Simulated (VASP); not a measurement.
# P (Fd-3m) in VASP: a series of runs, part 2 of 2

VASP 6.6.1.

## 5. Single point, PBE (volume scaled by 0.88)

INCAR

```
PREC     = Accurate       # precision mode
ENCUT    = 520            # plane-wave cutoff, eV
EDIFF    = 1E-7           # SCF threshold, eV
ISMEAR   = -1             # smearing method
SIGMA    = 0.1            # smearing width, eV
LREAL    = F              # projectors in reciprocal space
LASPH    = T              # aspherical terms in the spheres
NELM     = 100            # most SCF steps
ALGO     = Normal         # electronic algorithm
ISIF     = 2              # what is computed and relaxed
LWAVE    = F              # write WAVECAR
LCHARG   = F              # write CHGCAR
GGA      = PE             # functional
NBANDS   = 12             # bands
```

KPOINTS

```
regular mesh
0
Gamma
  11 11 11
```

POSCAR

```
P
1.0
    0.0000000000      2.6248386643      2.6248386643
    2.6248386643      0.0000000000      2.6248386643
    2.6248386643      2.6248386643      0.0000000000
P
2
Direct
    0.1250000000      0.1250000000      0.1250000000
    0.8750000000      0.8750000000      0.8750000000
```

Potentials or basis: VASP PAW PBE potentials, release 64 (P).

Run with:

```
$ cat potpaw_PBE.64/P/POTCAR > POTCAR
$ mpirun -np 1 vasp_std > vasp.out
```

OUTCAR:

```text
PREC = Accurate
   ENCUT = 520
   EDIFF = 1E-7
   ISMEAR = -1
   LREAL = F
   LASPH = T
   NELM = 100
   ISIF = 2
   GGA = PE

 ion  position               nearest neighbor table
   1  0.125  0.125  0.125-   2 2.27   2 2.27   2 2.27   2 2.27
   2  0.875  0.875  0.875-   1 2.27   1 2.27   1 2.27   1 2.27

  LATTYP: Found a face centered cubic cell.
 ALAT       =     5.2496773286

  Lattice vectors:

[... 535 lines left out ...]
      3       1.6861      2.00000
      4       3.3416      2.00000
      5       6.9496      1.98869
      6       8.5268      0.00005
      7       8.7198      0.00001
      8      10.2013      0.00000
      9      12.4892      0.00000
     10      15.1614      0.00000
     11      16.1436      0.00000
     12      18.3413      0.00000

 [... further k-points ...]
[... 5 lines left out ...]
  --------------------------------------------------------------------------------------
  -------------------------------------------------------------------------------------
  Total        1.5884069      1.5884069      1.5884069     -0.0000000      0.0000000      0.0000000
  in kB       70.3614058     70.3614058     70.3614058     -0.0000000      0.0000000      0.0000000
  external PRESSURE =      70.3614058 kB  Pullay stress =       0.0000000 kB

 VOLUME and BASIS-vectors are now :
 -----------------------------------------------------------------------------
  energy-cutoff  :      520.00
  volume of cell :       36.17
      direct lattice vectors                 reciprocal lattice vectors
     0.000000000  2.624838664  2.624838664    -0.190487898  0.190487898  0.190487898
     2.624838664  0.000000000  2.624838664     0.190487898 -0.190487898  0.190487898
     2.624838664  2.624838664  0.000000000     0.190487898  0.190487898 -0.190487898

 POSITION                                       TOTAL-FORCE (eV/Angst)
 -----------------------------------------------------------------------------------
      0.65621      0.65621      0.65621        -0.000000      0.000000      0.000000
      4.59347      4.59347      4.59347         0.000000     -0.000000     -0.000000
 -----------------------------------------------------------------------------------
    total drift:                               -0.000000     -0.000000     -0.000000

  FREE ENERGIE OF THE ION-ELECTRON SYSTEM (eV)
  ---------------------------------------------------
  free  energy   TOTEN  =        -9.5761010714 eV

  energy  without entropy=       -9.5493605976  energy(sigma->0) =       -9.56273083
```

OSZICAR:

```text
N       E                     dE             d eps       ncg     rms          rms(c)
DAV:   1     0.185870729563E+02    0.18587E+02   -0.42554E+03  1344   0.703E+02
DAV:   2    -0.852842860045E+01   -0.27116E+02   -0.25834E+02  1776   0.108E+02
DAV:   3    -0.964263921206E+01   -0.11142E+01   -0.10944E+01  1788   0.201E+01
DAV:   4    -0.965252905736E+01   -0.98898E-02   -0.98860E-02  1568   0.222E+00
DAV:   5    -0.965264068051E+01   -0.11162E-03   -0.11162E-03  1788   0.232E-01    0.891E+00
DAV:   6    -0.960151352761E+01    0.51127E-01   -0.20309E-02  1580   0.711E-01    0.531E+00
DAV:   7    -0.957623568533E+01    0.25278E-01   -0.38667E-02  1648   0.103E+00    0.997E-02
DAV:   8    -0.957609383190E+01    0.14185E-03   -0.22853E-03  1552   0.287E-01    0.415E-02
DAV:   9    -0.957609830481E+01   -0.44729E-05   -0.39701E-05  1704   0.432E-02    0.251E-02
DAV:  10    -0.957610138318E+01   -0.30784E-05   -0.27871E-06  1616   0.116E-02    0.546E-03
DAV:  11    -0.957610112317E+01    0.26001E-06   -0.34787E-07  1672   0.344E-03    0.132E-03
DAV:  12    -0.957610107141E+01    0.51762E-07   -0.13930E-08   980   0.869E-04
   1 F= -.95761011E+01 E0= -.95627308E+01  d E =-.267405E-01
```

stdout:

```text
POSCAR found type information on POSCAR P
 POSCAR found :  1 types and       2 ions
 scaLAPACK will be used
 LDA part: xc-table for (Slater+PW92), standard interpolation
 POSCAR, INCAR and KPOINTS ok, starting setup
 FFT: planning ... GRIDC
 FFT: planning ... GRID_SOFT
 FFT: planning ... GRID
 WAVECAR not read
 entering main loop
```

It took 20 s on 1 thread of Intel Xeon Platinum 8259CL at 2.50GHz (Skylake/Cascade Lake), shared host; peak memory 0.15 GiB.

What came out:

* Free energy: -9.5761 eV
* Pressure: 7.0 GPa
* Band gap on the k mesh: zero (band 5 reaches 8.29 eV, above the bottom of band 6 at 6.16 eV)

Levels at points of the mesh, in eV from the Fermi level:
```
           k point  band 3  band 4  band 5  band 6  band 7  band 8
(0.00, 0.00, 0.00)   -3.46   -3.46   -2.37   -0.14   -0.14   -0.14
```

## 6. Single point, PBE (volume scaled by 0.92)

INCAR

```
SYSTEM = P
PREC = Accurate ; ENCUT = 520
EDIFF = 1E-6 ; ISMEAR = -1
SIGMA = 0.1 ; LREAL = .FALSE.
LASPH = .TRUE. ; NELM = 100
ALGO = Normal ; ISIF = 2
LWAVE = .FALSE. ; LCHARG = .FALSE.
GGA = PE ; NBANDS = 12
```

KPOINTS

```
regular mesh
0
G
  11 11 11
  0 0 0
```

POSCAR

```
P
1.0
    0.0000000000      2.6640211375      2.6640211375
    2.6640211375      0.0000000000      2.6640211375
    2.6640211375      2.6640211375      0.0000000000
P
2
Direct
    0.1250000000      0.1250000000      0.1250000000
    0.8750000000      0.8750000000      0.8750000000
```

Potentials or basis: VASP PAW PBE potentials, release 64 (P).

Run with:

```
$ cat potpaw_PBE.64/P/POTCAR > POTCAR
$ mpirun -np 1 vasp_std > vasp.out
```

It took 19 s on 1 thread of Intel Xeon Platinum 8259CL at 2.50GHz (Skylake/Cascade Lake), shared host; peak memory 0.15 GiB.

It converged, with:

```yaml
Free_energy: -9.6335 eV
Pressure: 4.2 GPa
Band_gap_on_the_k_mesh: zero (band 5 reaches 7.75 eV, above the bottom of band 6 at 5.75 eV)
```

Levels at points of the mesh, in eV from the Fermi level:
```
           k point  band 2  band 3  band 4  band 5  band 6  band 7  band 8  band 9
(0.00, 0.00, 0.00)   -3.30   -3.30   -3.30   -2.75   -0.05   -0.05   -0.05    6.16
```

## 7. The runs side by side

| level | cell | k mesh | grid for exact exchange (PRECFOCK) | screening parameter | gap on the mesh (eV) | pressure (GPa) |
| --- | --- | --- | --- | --- | --- | --- |
| PBE | a = 3.874 Å, angles 60.0°, 2 atoms | 5 × 5 × 5 | - | - | none | -0.4 |
| HSE06 | a = 3.874 Å, angles 60.0°, 2 atoms | 5 × 5 × 5 | Normal | 0.2079 1/Å | none | -2.3 |
| PBE | a = 3.874 Å, angles 60.0°, 2 atoms | 10 × 10 × 10 | - | - | none | -0.1 |
| PBE | a = 3.712 Å, angles 60.0°, 2 atoms | 11 × 11 × 11 | - | - | none | 7.0 |
| PBE | a = 3.767 Å, angles 60.0°, 2 atoms | 11 × 11 × 11 | - | - | none | 4.2 |

Alike in all rows: task single point; potentials or basis VASP PAW PBE potentials, release 64 (P); no spin polarisation; cutoff (eV) 520; smearing fermi-dirac 0.1 eV.

Caveats: some runs use coarse meshes; the PAW data sets were made with another functional, which shifts forces and pressure a little (some runs).

Total energies depend on the potentials used, so only differences within one code and one set of settings carry meaning.
